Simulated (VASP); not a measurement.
# Rb (P6_3/mmc) in VASP: a series of runs

Aim: see how the results for Rb move with the level of theory and the settings. Levels: r2SCAN, r2SCAN0. Tasks: single point.

All numbers are computed with VASP 6.6.1; they aren't measurements. Logs are shortened: lines on timing, memory, paths and dates and some standing lists are left out, and cuts for length are marked.

## (1) The cell of the first run

Symmetry: P6_3/mmc, No. 194, hexagonal system. Conventional cell: a = 5.107 Å, b = 5.107 Å, c = 8.448 Å, α = 90.00°, β = 90.00°, γ = 120.00°.

This isn't the form of Rb at room conditions, which is bcc.

## (2) Single point, r2SCAN

File POSCAR:

```
Rb
1.0
    5.1068702501      0.0000000000      0.0000000000
   -2.5534351251      4.4226793704      0.0000000000
    0.0000000000      0.0000000000      8.4478947475
Rb
2
Direct
    0.3333333333      0.6666666667      0.2500000000
    0.6666666667      0.3333333333      0.7500000000
```

File INCAR.step1:

```
  PREC = Accurate
  ENCUT = 520
  ISMEAR = -1
  SIGMA = 0.1
  LREAL = False
  LASPH = True
  NELM = 100
  NBANDS = 16
  GGA = PE
  ALGO = Normal
  EDIFF = 1E-4
  LWAVE = True
  LCHARG = False
```

File INCAR.step2:

```
  PREC = Accurate
  ENCUT = 520
  EDIFF = 1E-6
  ISMEAR = -1
  SIGMA = 0.1
  LREAL = False
  LASPH = True
  NELM = 100
  ALGO = Normal
  ISIF = 2
  LWAVE = False
  LCHARG = False
  METAGGA = R2SCAN
  LMIXTAU = True
  NBANDS = 16
  ISTART = 1
```

File KPOINTS:

```
regular mesh
0
Gamma
  4 4 2
```

Potentials or basis: VASP PAW PBE potentials, release 64 (Rb_sv).

Run with:

```bash
> cat potpaw_PBE.64/Rb_sv/POTCAR > POTCAR
> cp INCAR.step1 INCAR
> mpirun -np 1 vasp_std > vasp.out
> cp INCAR.step2 INCAR
> mpirun -np 1 vasp_std > vasp.out
```

OUTCAR:

```text
PREC = Accurate
   ENCUT = 520
   EDIFF = 1E-6
   ISMEAR = -1
   LREAL = False
   LASPH = True
   NELM = 100
   ISIF = 2
   METAGGA = R2SCAN
   ISTART = 1

 ion  position               nearest neighbor table
   1  0.333  0.667  0.250-   2 5.15   2 5.15   2 5.15   2 5.15   2 5.15   2 5.15
   2  0.667  0.333  0.750-   1 5.15   1 5.15   1 5.15   1 5.15   1 5.15   1 5.15

  LATTYP: Found a hexagonal cell.
 ALAT       =     5.1068702501
 C/A-ratio  =     1.6542215357

  Lattice vectors:

 A1 = (   5.1068702501,   0.0000000000,   0.0000000000)
 A2 = (  -2.5534351251,   4.4226793704,   0.0000000000)
 A3 = (   0.0000000000,   0.0000000000,   8.4478947475)

Analysis of symmetry for initial positions (statically):
=====================================================================
 Subroutine PRICEL returns:
 Original cell was already a primitive cell.

 Routine SETGRP: Setting up the symmetry group for a
 hexagonal supercell.

 Subroutine GETGRP returns: Found 24 space group operations
 (whereof 12 operations were pure point group operations)
 out of a pool of 24 trial point group operations.

The static configuration has the point symmetry D_3d.
 The point group associated with its full space group is D_6h.

Analysis of symmetry for dynamics (positions and initial velocities):
=====================================================================
 Subroutine PRICEL returns:
 Original cell was already a primitive cell.

 Routine SETGRP: Setting up the symmetry group for a
 hexagonal supercell.

 Subroutine GETGRP returns: Found 24 space group operations
 (whereof 12 operations were pure point group operations)
 out of a pool of 24 trial point group operations.

The dynamic configuration has the point symmetry D_3d.
 The point group associated with its full space group is D_6h.

 Subroutine INISYM returns: Found 24 space group operations
 (whereof 12 operations are pure point group operations),
 and found     1 'primitive' translations

----------------------------------------------------------------------------------------

                                     Primitive cell

  volume of cell :     190.8046

  direct lattice vectors                    reciprocal lattice vectors
     5.106870250  0.000000000  0.000000000     0.195814648  0.113053640  0.000000000
    -2.553435125  4.422679370  0.000000000     0.000000000  0.226107279  0.000000000
     0.000000000  0.000000000  8.447894747     0.000000000  0.000000000  0.118372687

  length of vectors
     5.106870250  5.106870250  8.447894747     0.226107279  0.226107279  0.118372687

  position of ions in fractional coordinates (direct lattice)
     0.333333333  0.666666667  0.250000000
     0.666666667  0.333333333  0.750000000

  ion indices of the primitive-cell ions
   primitive index   ion index
                 1           1
                 2           2

----------------------------------------------------------------------------------------

 KPOINTS: regular mesh

Automatic generation of k-mesh.
 Grid dimensions read from file:
 generate k-points for:    4    4    2

 Generating k-lattice:

  Cartesian coordinates                     Fractional coordinates (reciprocal lattice)
     0.048953662  0.028263410  0.000000000     0.250000000  0.000000000  0.000000000
     0.000000000  0.056526820  0.000000000     0.000000000  0.250000000  0.000000000
     0.000000000  0.000000000  0.059186343     0.000000000  0.000000000  0.500000000

  Length of vectors
     0.056526820  0.056526820  0.059186343

  Shift w.r.t. Gamma in fractional coordinates (k-lattice)
     0.000000000  0.000000000  0.000000000

 Subroutine IBZKPT returns following result:
 ===========================================

 Found      8 irreducible k-points:

 Following reciprocal coordinates:
            Coordinates               Weight
  0.000000  0.000000  0.000000      1.000000
  0.250000  0.000000  0.000000      6.000000
  0.500000  0.000000  0.000000      3.000000
  0.250000  0.250000  0.000000      6.000000
  0.000000  0.000000  0.500000      1.000000
  0.250000  0.000000  0.500000      6.000000
  0.500000  0.000000  0.500000      3.000000
  0.250000  0.250000  0.500000      6.000000
   k-points           NKPTS =      8   k-points in BZ     NKDIM =      8   number of bands    NBANDS=     16
   number of dos      NEDOS =    301   number of ions     NIONS =      2
   total plane-waves  NPLWV = 102400
   dimension x,y,z NGX =    40 NGY =   40 NGZ =   64
   dimension x,y,z NGXF=    80 NGYF=   80 NGZF=  128
   ions per type =               2
   NGX,Y,Z   is equivalent  to a cutoff of  13.02, 13.02, 12.59 a.u.
   NGXF,Y,Z  is equivalent  to a cutoff of  26.04, 26.04, 25.19 a.u.
 SYSTEM =  unknown system
   PREC   = accura    normal or accurate (medium, high low for compatibility)
   ISTART =      1    job   : 0-new  1-cont  2-samecut
   ICHARG =      0    charge: 1-file 2-atom 10-const
   ISPIN  =      1    spin polarized calculation?
   LNONCOLLINEAR =      F non collinear calculations
   LSORBIT =      F    spin-orbit coupling
   LASPH  =      T    aspherical Exc in radial PAW
   ENCUT  =  520.0 eV  38.22 Ry    6.18 a.u.   9.50  9.50 15.71*2*pi/ulx,y,z
   NELM   =    100;   NELMIN=  2; NELMDL=  0     # of ELM steps
   EDIFF  = 0.1E-05   stopping-criterion for ELM
   LREAL  =      F    real-space projection
   EDIFFG = 0.1E-04   stopping-criterion for IOM
   NSW    =      0    number of steps for IOM
   IBRION =     -1    ionic relax: 0-MD 1-quasi-New 2-CG
   NFREE  =      0    steps in history (QN), initial steepest desc. (CG)
   ISIF   =      2    stress and relaxation
   ISYM   =      2    0-nonsym 1-usesym 2-fastsym
   POTIM  = 0.5000    time-step for ionic-motion
   TEBEG  =    0.0;   TEEND  =   0.0 temperature during run
   PSTRESS=    0.0 pullay stress
   NELECT =      18.0000    total number of electrons
   NUPDOWN=      -1.0000    fix difference up-down
   EMIN   =  10.00;   EMAX   =-10.00  energy-range for DOS
   EFERMI =   0.00;   METHOD = LEGACY
   ISMEAR =    -1;   SIGMA  =   0.10  broadening in eV -4-tet -1-fermi 0-gaus
   EFERMI_NEDOS =   21; number of points for ismear=-14 and -15
   IALGO  =     38    algorithm
   IMIX   =      4    mixing-type and parameters
     AMIX     =   0.40;   BMIX     =  1.00
     AMIX_MAG =   1.60;   BMIX_MAG =  1.00
  volume/ion in A,a.u.               =      95.40       643.81
  Fermi-wavevector in a.u.,A,eV,Ry     =   0.745251  1.408321  7.556669  0.555399
  Thomas-Fermi vector in A             =   1.840794
   LORBIT       =      0    0 simple, 1 ext, 2 COOP (PROOUT), +10 PAW based schemes
   METAGGA = R2SCAN    functional components
   LHFCALC =     F    Hartree Fock is set to
   AEXX    =    0.0000 exact exchange contribution
   IVDW    =     0    specifies the selected vdW correction
   LEPSILON=     F    determine dielectric tensor
   LRPA    =     F    only Hartree local field effects (RPA)
 non-spin polarized calculation
  energy-cutoff  :      520.00
  volume of cell :      190.80
 maximum number of plane-waves:      5215
 NGX is ok and might be reduce to    40
   NGX = 19   NGY = 19   NGZ = 31

 number of electron      18.0000000 magnetization

 Free energy of the ion-electron system (eV)
  ---------------------------------------------------
  ext. energy  EPLUGINS =         0.00000000
  ---------------------------------------------------
  free energy    TOTEN  =       -27.84936134 eV

  energy without entropy =      -27.77563796  energy(sigma->0) =      -27.81249965

 E-fermi :   0.0818     XC(G=0):  -5.6107

 val. band max:       -0.3318227477   @ k =   0.2500   0.2500   0.0000
 cond. band min:       0.0935955421   @ k =   0.5000   0.0000   0.0000
 fundamental gap:      0.4254182898
 Fermi energy:         0.0818361045

 k-point     1 :       0.0000    0.0000    0.0000
  band No.  band energies     occupation
      1     -30.1304      2.00000
      2     -30.1272      2.00000
      3     -13.7049      2.00000
      4     -13.6347      2.00000
      5     -13.6347      2.00000
      6     -13.6243      2.00000
[... 8 lines left out ...]
     15       4.2310      0.00000
     16       4.2311      0.00000

 k-point     2 :       0.2500    0.0000    0.0000
  band No.  band energies     occupation
      1     -30.1288      2.00000
      2     -30.1265      2.00000
      3     -13.6898      2.00000
      4     -13.6678      2.00000
      5     -13.6575      2.00000
      6     -13.6446      2.00000
[... 8 lines left out ...]
     15       4.1077      0.00000
     16       4.1828      0.00000

 k-point     3 :       0.5000    0.0000    0.0000
  band No.  band energies     occupation
      1     -30.1270      2.00000
      2     -30.1259      2.00000
      3     -13.7015      2.00000
      4     -13.6890      2.00000
      5     -13.6682      2.00000
      6     -13.6539      2.00000
[... 8 lines left out ...]
     15       3.7270      0.00000
     16       4.7472      0.00000

 k-point     4 :       0.2500    0.2500    0.0000
  band No.  band energies     occupation
      1     -30.1270      2.00000
      2     -30.1259      2.00000
      3     -13.6871      2.00000
      4     -13.6817      2.00000
      5     -13.6684      2.00000
      6     -13.6616      2.00000
[... 8 lines left out ...]
     15       2.7610      0.00000
     16       3.9193      0.00000

 k-point     5 :       0.0000    0.0000    0.5000
  band No.  band energies     occupation
      1     -30.1288      2.00000
      2     -30.1288      2.00000
      3     -13.6650      2.00000
      4     -13.6650      2.00000
      5     -13.6295      2.00000
      6     -13.6295      2.00000
[... 8 lines left out ...]
     15       3.8599      0.00000
     16       3.8599      0.00000

 k-point     6 :       0.2500    0.0000    0.5000
  band No.  band energies     occupation
      1     -30.1276      2.00000
      2     -30.1276      2.00000
      3     -13.6771      2.00000
      4     -13.6771      2.00000
      5     -13.6456      2.00000
      6     -13.6456      2.00000
[... 8 lines left out ...]
     15       4.0780      0.00000
     16       4.0780      0.00000

 k-point     7 :       0.5000    0.0000    0.5000
  band No.  band energies     occupation
      1     -30.1265      2.00000
      2     -30.1265      2.00000
      3     -13.7046      2.00000
      4     -13.7046      2.00000
      5     -13.6457      2.00000
      6     -13.6457      2.00000
[... 8 lines left out ...]
     15       4.1186      0.00000
     16       4.1186      0.00000

 k-point     8 :       0.2500    0.2500    0.5000
  band No.  band energies     occupation
      1     -30.1265      2.00000
      2     -30.1265      2.00000
      3     -13.6930      2.00000
      4     -13.6930      2.00000
      5     -13.6621      2.00000
      6     -13.6621      2.00000
[... 8 lines left out ...]
     15       3.8388      0.00000
     16       3.8388      0.00000

------------------------ aborting loop because EDIFF is reached ----------------------------------------

  FORCE on cell =-STRESS in cart. coord.  units (eV):
  Direction    XX          YY          ZZ          XY          YZ          ZX
  --------------------------------------------------------------------------------------
  -------------------------------------------------------------------------------------
  Total        0.1873284      0.1873284     -0.2836606     -0.0000000      0.0000000     -0.0000000
  in kB        1.5729885      1.5729885     -2.3818850     -0.0000000      0.0000000     -0.0000000
  external PRESSURE =       0.2546973 kB  Pullay stress =       0.0000000 kB

 VOLUME and BASIS-vectors are now :
 -----------------------------------------------------------------------------
  energy-cutoff  :      520.00
  volume of cell :      190.80
      direct lattice vectors                 reciprocal lattice vectors
     5.106870250  0.000000000  0.000000000     0.195814648  0.113053640  0.000000000
    -2.553435125  4.422679370  0.000000000     0.000000000  0.226107279  0.000000000
     0.000000000  0.000000000  8.447894747     0.000000000  0.000000000  0.118372687

 POSITION                                       TOTAL-FORCE (eV/Angst)
 -----------------------------------------------------------------------------------
     -0.00000      2.94845      2.11197         0.000000      0.000000      0.000000
      2.55344      1.47423      6.33592        -0.000000     -0.000000      0.000000
 -----------------------------------------------------------------------------------
    total drift:                               -0.000000      0.000000     -0.000000

  FREE ENERGIE OF THE ION-ELECTRON SYSTEM (eV)
  ---------------------------------------------------
  free  energy   TOTEN  =       -27.8493613385 eV

  energy  without entropy=      -27.7756379559  energy(sigma->0) =      -27.81249965
```

Wall time 85 s (1 thread of AMD EPYC 9R45 (Zen 5), shared host); peak memory 0.3 GiB.

Results:

- Free energy: -27.8494 eV
- Pressure: 0.0 GPa
- Band gap on the k mesh: zero (bands 9 and 10 overlap by 1.88 eV)

Stress tensor (GPa, compression positive):
```
 0.16  0.00  0.00
 0.00  0.16  0.00
 0.00  0.00 -0.24
```

Levels at points of the mesh, in eV from the Fermi level:
```tsv
k point	band 7	band 8	band 9	band 10	band 11	band 12
(0.00, 0.00, 0.00)	-13.71	-13.71	-2.15	0.12	0.39	3.73
(0.50, 0.00, 0.00)	-13.72	-13.72	0.01	0.14	1.25	1.59
(0.00, 0.00, 0.50)	-13.71	-13.71	-1.48	-1.48	2.33	2.33
(0.50, 0.00, 0.50)	-13.73	-13.73	0.40	0.40	0.74	0.74
```

Caveat: the k points lie up to 0.37 Å⁻¹ apart, too coarse for converged energies and pressures of a metal; the PAW data sets were made with another functional, which shifts forces and pressure a little.

## (3) Single point, r2SCAN0

POSCAR is that of step 2.

File INCAR.step1:

```
ALGO = Normal
EDIFF = 1E-5
ENCUT = 520
GGA = PE
ISIF = 2
ISMEAR = -1
LASPH = T
LCHARG = F
LREAL = F
LWAVE = T
NBANDS = 16
NELM = 80
PREC = Accurate
SIGMA = 0.1
```

File INCAR.step2:

```
AEXX = 0.25
ALGO = Normal
EDIFF = 1E-6
ENCUT = 520
ISIF = 2
ISMEAR = -1
ISTART = 1
LASPH = T
LCHARG = F
LHFCALC = T
LMIXTAU = T
LREAL = F
LWAVE = F
METAGGA = R2SCAN
NBANDS = 16
NELM = 80
PREC = Accurate
PRECFOCK = Normal
SIGMA = 0.1
```

File KPOINTS:

```
k-points
0
Gamma
  4 4 2
```

Potentials or basis: VASP PAW PBE potentials, release 64 (Rb_sv).

Run with:

```bash
> cat potpaw_PBE.64/Rb_sv/POTCAR > POTCAR
> cp INCAR.step1 INCAR
> mpirun -np 1 vasp_std > vasp.out
> cp INCAR.step2 INCAR
> mpirun -np 1 vasp_std > vasp.out
```

Run time: 10 min. Hardware: 1 thread of AMD EPYC 9R45 (Zen 5), shared host; peak memory 0.33 GiB.

Results (log left out):

| Quantity | Value |
| --- | --- |
| Free energy | -22.0274 eV |
| Pressure | 0.0 GPa |
| Band gap on the k mesh | zero (bands 9 and 10 overlap by 2.78 eV) |

Stress tensor (GPa, compression positive):
```
 0.22  0.00  0.00
 0.00  0.22  0.00
 0.00  0.00 -0.39
```

Levels at points of the mesh, in eV from the Fermi level:
| k point | band 7 | band 8 | band 9 | band 10 | band 11 | band 12 |
| --- | --- | --- | --- | --- | --- | --- |
| (0.00, 0.00, 0.00) | -15.40 | -15.39 | -3.02 | 0.31 | 0.58 | 4.20 |
| (0.50, 0.00, 0.00) | -15.41 | -15.41 | -0.39 | 0.21 | 1.62 | 1.99 |
| (0.00, 0.00, 0.50) | -15.40 | -15.40 | -2.17 | -2.17 | 2.74 | 2.74 |
| (0.50, 0.00, 0.50) | -15.41 | -15.41 | 0.61 | 0.61 | 0.94 | 0.94 |

Caveat: the k points lie up to 0.37 Å⁻¹ apart, too coarse for converged energies and pressures of a metal; the PAW data sets were made with another functional, which shifts forces and pressure a little.

## (4) Single point, r2SCAN (106.85 Å³/atom)

This run uses another cell than the first one, of 106.85 Å³/atom.

File POSCAR:

```
Rb
1.0
    5.3034786950      0.0000000000      0.0000000000
   -2.6517393475      4.5929472783      0.0000000000
    0.0000000000      0.0000000000      8.7731286591
Rb
2
Direct
    0.3333333333      0.6666666667      0.2500000000
    0.6666666667      0.3333333333      0.7500000000
```

File INCAR.step1:

```
PREC = Accurate ; ENCUT = 520
ISMEAR = -1 ; SIGMA = 0.1
LREAL = False ; LASPH = True
NELM = 100 ; NBANDS = 16
GGA = PE ; ALGO = Normal
EDIFF = 1E-4 ; LWAVE = True
LCHARG = False
```

File INCAR.step2:

```
PREC = Accurate ; ENCUT = 520
EDIFF = 1E-7 ; ISMEAR = -1
SIGMA = 0.1 ; LREAL = False
LASPH = True ; NELM = 100
ALGO = Normal ; ISIF = 2
LWAVE = False ; LCHARG = False
METAGGA = R2SCAN ; LMIXTAU = True
NBANDS = 16 ; ISTART = 1
```

File KPOINTS:

```
regular mesh
0
Gamma
  8 8 5
```

Run with:

```bash
> cat potpaw_PBE.64/Rb_sv/POTCAR > POTCAR
> cp INCAR.step1 INCAR
> mpirun -np 1 vasp_std > vasp.out
> cp INCAR.step2 INCAR
> mpirun -np 1 vasp_std > vasp.out
```

It took 15 min on 1 thread of Oxide Virtual Turin-like, shared host; peak memory 0.36 GiB.

Results (log left out):

```yaml
Free_energy: -27.8449 eV
Pressure: -0.2 GPa
Band_gap_on_the_k_mesh: zero (bands 9 and 10 overlap by 1.79 eV)
```

Levels at points of the mesh, in eV from the Fermi level:
```csv
k point,band 7,band 8,band 9,band 10,band 11,band 12
"(0.00, 0.00, 0.00)",-13.66,-13.66,-1.89,0.25,0.47,3.75
"(0.50, 0.00, 0.00)",-13.67,-13.67,0.13,0.25,1.41,1.72
```

Caveat: the PAW data sets were made with another functional, which shifts forces and pressure a little.

## (5) Overview

| level | cell | k mesh | grid for exact exchange (PRECFOCK) | share of exact exchange | gap on the mesh (eV) | pressure (GPa) |
| --- | --- | --- | --- | --- | --- | --- |
| r2SCAN | a = 5.107, b = 5.107, c = 8.448 Å, angles 90.0, 90.0, 120.0°, 2 atoms | 4 × 4 × 2 | - | - | none | 0.0 |
| r2SCAN0 | a = 5.107, b = 5.107, c = 8.448 Å, angles 90.0, 90.0, 120.0°, 2 atoms | 4 × 4 × 2 | Normal | 0.25 | none | 0.0 |
| r2SCAN | a = 5.303, b = 5.303, c = 8.773 Å, angles 90.0, 90.0, 120.0°, 2 atoms | 8 × 8 × 5 | - | - | none | -0.2 |

Alike in all rows: task single point; potentials or basis VASP PAW PBE potentials, release 64 (Rb_sv); no spin polarisation; cutoff (eV) 520; smearing fermi-dirac 0.1 eV.

Caveats: some runs use coarse meshes; the PAW data sets were made with another functional, which shifts forces and pressure a little.

Absolute energies hang on the potentials; compare differences alone.
